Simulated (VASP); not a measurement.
# HCl in VASP: single point with r2SCAN

Aim: the single point of HCl with r2SCAN.

Everything below comes from runs of VASP 6.6.1. Logs are shortened: lines on timing, memory, paths and dates and some standing lists are left out, and cuts for length are marked.

### 1 The cell of the first run

The typed cell holds 4 atoms: a = 3.517 Å, b = 3.517 Å, c = 5.645 Å, α = 90.00°, β = 90.00°, γ = 60.00°.

### 2 Single point, r2SCAN

File POSCAR:

```
HCl
1.0
    1.7585560000      3.0459050000      0.0000000000
   -1.7585560000      3.0459050000      0.0000000000
    0.0000000000      0.0000000000      5.6448320000
H Cl
2 2
Direct
    0.6667000000      0.6666000000      0.3810000000
    0.3334000000      0.3333000000      0.8810000000
    0.6667000000      0.6666000000      0.0000000000
    0.3334000000      0.3333000000      0.5000000000
```

File INCAR.step1:

```
SYSTEM = HCl
ALGO = Normal
EDIFF = 1E-4
ENCUT = 520
GGA = PE
ISMEAR = -1
LASPH = .TRUE.
LCHARG = .FALSE.
LREAL = .FALSE.
LWAVE = .TRUE.
NBANDS = 16
NELM = 100
PREC = Accurate
SIGMA = 0.1
```

File INCAR.step2:

```
SYSTEM = HCl
ALGO = Normal
EDIFF = 1E-7
ENCUT = 520
ISIF = 2
ISMEAR = -1
ISTART = 1
LASPH = .TRUE.
LCHARG = .FALSE.
LMIXTAU = .TRUE.
LREAL = .FALSE.
LWAVE = .FALSE.
METAGGA = R2SCAN
NBANDS = 16
NELM = 100
PREC = Accurate
SIGMA = 0.1
```

File KPOINTS:

```
k-points
0
G
  8 8 5
  0 0 0
```

Potentials or basis: VASP PAW PBE potentials, release 64 (H, Cl).

Command:

```bash
> cat potpaw_PBE.64/H/POTCAR potpaw_PBE.64/Cl/POTCAR > POTCAR
> cp INCAR.step1 INCAR
> mpirun -np 1 vasp_std > vasp.out
> cp INCAR.step2 INCAR
> mpirun -np 1 vasp_std > vasp.out
```

OUTCAR:

```text
SYSTEM = HCl
   EDIFF = 1E-7
   ENCUT = 520
   ISIF = 2
   ISMEAR = -1
   ISTART = 1
   LASPH = .TRUE.
   LREAL = .FALSE.
   METAGGA = R2SCAN
   NELM = 100
   PREC = Accurate

 ion  position               nearest neighbor table
   1  0.667  0.667  0.381-
   2  0.333  0.333  0.881-
   3  0.667  0.667  0.000-
   4  0.333  0.333  0.500-

  LATTYP: Found a hexagonal cell.
 ALAT       =     3.5171091075
 C/A-ratio  =     1.6049635730

  Lattice vectors:

 A1 = (   1.7585560000,  -3.0459050000,   0.0000000000)
 A2 = (   1.7585560000,   3.0459050000,   0.0000000000)
 A3 = (   0.0000000000,   0.0000000000,   5.6448320000)

Analysis of symmetry for initial positions (statically):
=====================================================================
 Subroutine PRICEL returns:
 Original cell was already a primitive cell.

 Routine SETGRP: Setting up the symmetry group for a
 hexagonal supercell.

 Subroutine GETGRP returns: Found  4 space group operations
 (whereof  1 operations were pure point group operations)
 out of a pool of 24 trial point group operations.

The static configuration has the point symmetry C_1 .
 The point group associated with its full space group is C_2v.

Analysis of symmetry for dynamics (positions and initial velocities):
=====================================================================
 Subroutine PRICEL returns:
 Original cell was already a primitive cell.

 Routine SETGRP: Setting up the symmetry group for a
 hexagonal supercell.

 Subroutine GETGRP returns: Found  4 space group operations
 (whereof  1 operations were pure point group operations)
 out of a pool of 24 trial point group operations.

The dynamic configuration has the point symmetry C_1 .
 The point group associated with its full space group is C_2v.

 Subroutine INISYM returns: Found  4 space group operations
 (whereof  1 operations are pure point group operations),
 and found     1 'primitive' translations

----------------------------------------------------------------------------------------

                                     Primitive cell

  volume of cell :      60.4719

  direct lattice vectors                    reciprocal lattice vectors
     1.758556000  3.045905000  0.000000000     0.284324184  0.164154824  0.000000000
    -1.758556000  3.045905000  0.000000000    -0.284324184  0.164154824  0.000000000
     0.000000000  0.000000000  5.644832000     0.000000000  0.000000000  0.177153191

  length of vectors
     3.517109108  3.517109108  5.644832000     0.328309379  0.328309379  0.177153191

  position of ions in fractional coordinates (direct lattice)
     0.666700000  0.666600000  0.381000000
     0.333400000  0.333300000  0.881000000
     0.666700000  0.666600000  0.000000000
     0.333400000  0.333300000  0.500000000

  ion indices of the primitive-cell ions
   primitive index   ion index
                 1           1
                 2           2
                 3           3
                 4           4

----------------------------------------------------------------------------------------

 KPOINTS: k-points

Automatic generation of k-mesh.
 Grid dimensions read from file:
 generate k-points for:    8    8    5

 Generating k-lattice:

  Cartesian coordinates                     Fractional coordinates (reciprocal lattice)
     0.035540523  0.020519353  0.000000000     0.125000000 -0.000000000  0.000000000
    -0.035540523  0.020519353  0.000000000    -0.000000000  0.125000000  0.000000000
     0.000000000  0.000000000  0.035430638     0.000000000  0.000000000  0.200000000

  Length of vectors
     0.041038672  0.041038672  0.035430638

  Shift w.r.t. Gamma in fractional coordinates (k-lattice)
     0.000000000  0.000000000  0.000000000

 Subroutine IBZKPT returns following result:
 ===========================================

 Found     63 irreducible k-points:

 Following reciprocal coordinates:
            Coordinates               Weight
  0.000000  0.000000  0.000000      1.000000
  0.125000 -0.000000  0.000000      4.000000
  0.125000  0.125000  0.000000      2.000000
  0.250000 -0.000000  0.000000      4.000000
  0.250000  0.250000  0.000000      2.000000
  0.375000  0.000000  0.000000      4.000000
[... 16 lines left out ...]
  0.125000 -0.000000  0.200000      8.000000
  0.125000  0.125000  0.200000      4.000000
 [... further k-points ...]
   k-points           NKPTS =     63   k-points in BZ     NKDIM =     63   number of bands    NBANDS=     16
   number of dos      NEDOS =    301   number of ions     NIONS =      4
   total plane-waves  NPLWV =  32928
   dimension x,y,z NGX =    28 NGY =   28 NGZ =   42
   dimension x,y,z NGXF=    56 NGYF=   56 NGZF=   84
   ions per type =               2   2
   NGX,Y,Z   is equivalent  to a cutoff of  13.23, 13.23, 12.37 a.u.
   NGXF,Y,Z  is equivalent  to a cutoff of  26.47, 26.47, 24.74 a.u.
 SYSTEM =  HCl
   PREC   = accura    normal or accurate (medium, high low for compatibility)
   ISTART =      1    job   : 0-new  1-cont  2-samecut
   ICHARG =      0    charge: 1-file 2-atom 10-const
   ISPIN  =      1    spin polarized calculation?
   LNONCOLLINEAR =      F non collinear calculations
   LSORBIT =      F    spin-orbit coupling
   LASPH  =      T    aspherical Exc in radial PAW
   ENCUT  =  520.0 eV  38.22 Ry    6.18 a.u.   6.54  6.54 10.50*2*pi/ulx,y,z
   NELM   =    100;   NELMIN=  2; NELMDL=  0     # of ELM steps
   EDIFF  = 0.1E-06   stopping-criterion for ELM
   LREAL  =      F    real-space projection
   EDIFFG = 0.1E-05   stopping-criterion for IOM
   NSW    =      0    number of steps for IOM
   IBRION =     -1    ionic relax: 0-MD 1-quasi-New 2-CG
   NFREE  =      0    steps in history (QN), initial steepest desc. (CG)
   ISIF   =      2    stress and relaxation
   ISYM   =      2    0-nonsym 1-usesym 2-fastsym
   POTIM  = 0.5000    time-step for ionic-motion
   TEBEG  =    0.0;   TEEND  =   0.0 temperature during run
   PSTRESS=    0.0 pullay stress
   NELECT =      16.0000    total number of electrons
   NUPDOWN=      -1.0000    fix difference up-down
   EMIN   =  10.00;   EMAX   =-10.00  energy-range for DOS
   EFERMI =   0.00;   METHOD = LEGACY
   ISMEAR =    -1;   SIGMA  =   0.10  broadening in eV -4-tet -1-fermi 0-gaus
   EFERMI_NEDOS =   21; number of points for ismear=-14 and -15
   IALGO  =     38    algorithm
   IMIX   =      4    mixing-type and parameters
     AMIX     =   0.40;   BMIX     =  1.00
     AMIX_MAG =   1.60;   BMIX_MAG =  1.00
  volume/ion in A,a.u.               =      15.12       102.02
  Fermi-wavevector in a.u.,A,eV,Ry     =   1.050986  1.986076 15.028611  1.104572
  Thomas-Fermi vector in A             =   2.186011
   LORBIT       =      0    0 simple, 1 ext, 2 COOP (PROOUT), +10 PAW based schemes
   METAGGA = R2SCAN    functional components
   LHFCALC =     F    Hartree Fock is set to
   AEXX    =    0.0000 exact exchange contribution
   IVDW    =     0    specifies the selected vdW correction
   LEPSILON=     F    determine dielectric tensor
   LRPA    =     F    only Hartree local field effects (RPA)
 non-spin polarized calculation
  energy-cutoff  :      520.00
  volume of cell :       60.47
 maximum number of plane-waves:      1647
 NGX is ok and might be reduce to    28
   NGX = 13   NGY = 13   NGZ = 21

 number of electron      16.0000002 magnetization

 Free energy of the ion-electron system (eV)
  ---------------------------------------------------
  ext. energy  EPLUGINS =         0.00000000
  ---------------------------------------------------
  free energy    TOTEN  =       -17.75903725 eV

  energy without entropy =      -17.75903186  energy(sigma->0) =      -17.75903455

 E-fermi :   0.5625     XC(G=0):  -9.1506

 val. band max:       -0.4903876973   @ k =   0.0000   0.0000   0.0000
 cond. band min:       1.3500586814   @ k =   0.0000   0.0000   0.0000
 fundamental gap:      1.8404463787
 Fermi energy:         0.5624937048

 k-point     1 :       0.0000    0.0000    0.0000
  band No.  band energies     occupation
      1     -15.4730      2.00000
      2     -14.4577      2.00000
      3      -4.9932      2.00000
      4      -1.0408      2.00000
      5      -1.0403      2.00000
      6      -0.5989      1.99998
[... 8 lines left out ...]
     15      12.6938      0.00000
     16      13.1710      0.00000

 k-point     2 :       0.1250   -0.0000    0.0000
  band No.  band energies     occupation
      1     -15.3648      2.00000
      2     -14.3985      2.00000
      3      -4.9059      2.00000
      4      -1.7510      2.00000
      5      -1.5224      2.00000
      6      -1.1774      2.00000
[... 8 lines left out ...]
     15      12.8122      0.00000
     16      13.2898      0.00000

 k-point     3 :       0.1250    0.1250    0.0000
  band No.  band energies     occupation
      1     -15.3648      2.00000
      2     -14.3985      2.00000
      3      -4.9059      2.00000
      4      -1.7514      2.00000
      5      -1.5226      2.00000
      6      -1.1772      2.00000
[... 8 lines left out ...]
     15      12.8121      0.00000
     16      13.2899      0.00000

 k-point     4 :       0.2500   -0.0000    0.0000
  band No.  band energies     occupation
      1     -15.0742      2.00000
      2     -14.2626      2.00000
      3      -4.7754      2.00000
      4      -2.9912      2.00000
      5      -2.6580      2.00000
      6      -1.4624      2.00000
[... 8 lines left out ...]
     15      12.7664      0.00000
     16      13.9481      0.00000
[... 324 lines left out ...]
 k-point    22 :       0.0000    0.0000    0.2000
  band No.  band energies     occupation
      1     -15.3901      2.00000
      2     -14.5725      2.00000
      3      -4.6837      2.00000
      4      -1.3152      2.00000
      5      -1.0002      2.00000
      6      -0.9997      2.00000
[... 8 lines left out ...]
     15      12.8646      0.00000
     16      12.8653      0.00000

 k-point    23 :       0.1250   -0.0000    0.2000
  band No.  band energies     occupation
      1     -15.2851      2.00000
      2     -14.5065      2.00000
      3      -4.6364      2.00000
      4      -1.9863      2.00000
      5      -1.6233      2.00000
      6      -1.1294      2.00000
[... 8 lines left out ...]
     15      12.8108      0.00000
     16      13.3036      0.00000

 k-point    24 :       0.1250    0.1250    0.2000
  band No.  band energies     occupation
      1     -15.2850      2.00000
      2     -14.5065      2.00000
      3      -4.6365      2.00000
      4      -1.9866      2.00000
      5      -1.6236      2.00000
      6      -1.1291      2.00000
[... 8 lines left out ...]
     15      12.8111      0.00000
     16      13.3031      0.00000

 [... further k-points ...]
[... 5 lines left out ...]
  --------------------------------------------------------------------------------------
  -------------------------------------------------------------------------------------
  Total       -3.8918264     -3.8966774     -2.9917541      0.0000000      0.0000000      0.0000000
  in kB     -103.1122981   -103.2408228    -79.2652629      0.0000000      0.0000000      0.0000000
  external PRESSURE =     -95.2061279 kB  Pullay stress =       0.0000000 kB

 VOLUME and BASIS-vectors are now :
 -----------------------------------------------------------------------------
  energy-cutoff  :      520.00
  volume of cell :       60.47
      direct lattice vectors                 reciprocal lattice vectors
     1.758556000  3.045905000  0.000000000     0.284324184  0.164154824  0.000000000
    -1.758556000  3.045905000  0.000000000    -0.284324184  0.164154824  0.000000000
     0.000000000  0.000000000  5.644832000     0.000000000  0.000000000  0.177153191

 POSITION                                       TOTAL-FORCE (eV/Angst)
 -----------------------------------------------------------------------------------
      0.00018      4.06111      2.15068         0.000000     -0.000952     -0.044285
      0.00018      2.03070      4.97310         0.000000      0.000952     -0.044285
      0.00018      4.06111      0.00000         0.000000     -0.000742      0.044285
      0.00018      2.03070      2.82242         0.000000      0.000742      0.044285
 -----------------------------------------------------------------------------------
    total drift:                                0.000001     -0.000000     -0.000139

  FREE ENERGIE OF THE ION-ELECTRON SYSTEM (eV)
  ---------------------------------------------------
  free  energy   TOTEN  =       -17.7590372489 eV

  energy  without entropy=      -17.7590318551  energy(sigma->0) =      -17.75903455
```

Wall time 5.1 min (1 thread of Intel Xeon 8259CL, shared host); peak memory 0.2 GiB.

Results:

```
Free energy            : -17.7590 eV
Pressure               : -9.5 GPa
Largest force          : 0.044 eV/Å
Band gap on the k mesh : 1.84 eV
```

Forces on the atoms (eV/Å):
```
H    0.000 -0.001 -0.044
H    0.000  0.001 -0.044
Cl   0.000 -0.001  0.044
Cl   0.000  0.001  0.044
```

Stress tensor (GPa, compression positive):
```
-10.31   0.00   0.00
  0.00 -10.32   0.00
  0.00   0.00  -7.93
```

Caveat: the cell stands under tension; the PAW data sets were made with another functional, which shifts forces and pressure a little.
